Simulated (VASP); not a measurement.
Crystal: BN.

```
CELL_PARAMETERS angstrom
1.25112 0.72234 3.37293
-1.25112 0.72234 3.37293
0.00000 -1.44467 3.37293
ATOMIC_POSITIONS crystal
B 0.99967 0.99967 0.99967
N 0.33276 0.33276 0.33276
```

Base run:

| Property | Result |
| --- | --- |
| Program | VASP 6.6.1 |
| Functional | LDA |
| Potentials or basis | VASP PAW LDA potentials, release 64 (B, N) |
| Cutoff | 520 eV |
| k mesh | 8 × 8 × 8 |
| Occupations | gaussian, width 0.01 eV |
| Spin | no spin polarisation |

Its results: band gap on the k mesh 4.10 eV, indirect (least direct gap 4.80 eV); pressure -3.8 GPa.

**Question.** The run is repeated on the same cell with these changes: functional from LDA to PBEsol; potentials or basis from VASP PAW LDA potentials, release 64 (B, N) to VASP PAW PBE potentials, release 64 (B, N). What comes out?

**Answer.** Band gap on the k mesh 4.19 eV, indirect (least direct gap 4.88 eV); pressure 1.0 GPa.

Caveats: the PAW data sets were made with another functional, which shifts forces and pressure a little (some runs).

A k mesh can miss the band edges.
